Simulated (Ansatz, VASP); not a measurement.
Li2S: VASP beside Ansatz

```
S Li
1.0
     0.00000    2.84529    2.84529
     2.84529    0.00000    2.84529
     2.84529    2.84529    0.00000
S Li
1 2
Direct
  0.00000 0.00000 0.00000
  0.25000 0.25000 0.25000
  0.75000 0.75000 0.75000
```

Alike in both runs: task single point; functional LDA; k mesh 6 × 6 × 6; no spin polarisation.

|  | VASP | Ansatz |
| --- | --- | --- |
| version | VASP 6.6.1 | Ansatz 0.2.0 |
| potentials or method | VASP PAW LDA potentials, release 64 (S, Li_sv) | plane waves |
| plane-wave cutoff (eV) | 750 | 420 |
| occupations | gaussian, width 0.01 eV | fixed |
| valence electrons in the cell | 12 | 12 |

```csv
,VASP,Ansatz,Ansatz less VASP
gap on the k mesh at the Fermi level (eV),3.17,3.17,-0.001
pressure (GPa),-2.8,-2.7,+0.09
```

LDA's correlation is that of Perdew and Zunger in VASP and of Perdew and Wang (1992) in Ansatz.
